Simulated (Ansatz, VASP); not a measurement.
## Two plane-wave programs on Zr3W4Se

```
Zr W Se
1.0
     3.23074    0.00000    0.00000
     0.00000    3.23074    0.00000
     0.00000    0.00000   14.34948
Zr W Se
3 4 1
Direct
  0.50000 0.50000 0.86053
  0.00000 0.00000 0.28282
  0.50000 0.50000 0.12441
  0.50000 0.50000 0.40979
  0.00000 0.00000 0.51338
  0.50000 0.50000 0.62902
  0.00000 0.00000 0.73189
  0.00000 0.00000 0.00316
```

Alike in both runs: functional PBE; k mesh 10 × 10 × 2; occupations gaussian, width 0.1 eV; no spin polarisation.

Ansatz relaxed the structure, and its values are those at the end. VASP's run is a single point on that final structure, the one shown.

|  | VASP | Ansatz |
| --- | --- | --- |
| version | VASP 6.6.1 | Ansatz 0.2.0 |
| potentials or method | VASP PAW PBE potentials, release 64 (Zr_sv, W_sv, Se), cutoff 520 eV | scalar-relativistic, plane waves, PAW |
| valence electrons in the cell | 98 | 108 |

Ansatz gave:

| Item | Value |
| --- | --- |
| gap on the k mesh at the Fermi level (eV) | none |
| pressure (GPa) | 0.0 |
| rms of the force components (eV/Å) | 0.001 |

Task: Which values does VASP return?

Result: gap on the k mesh at the Fermi level (eV): none; pressure (GPa): 0.2; rms of the force components (eV/Å): 0.008.

A gap of «none» marks a metal or a gap that the smearing closes. With one functional, cell and mesh, what is left measures potentials, basis and numerics. VASP's potentials hold 98 valence electrons a cell and Ansatz's 108, so a difference there can come from the potentials and not from the codes.

Spin-orbit coupling is off throughout.
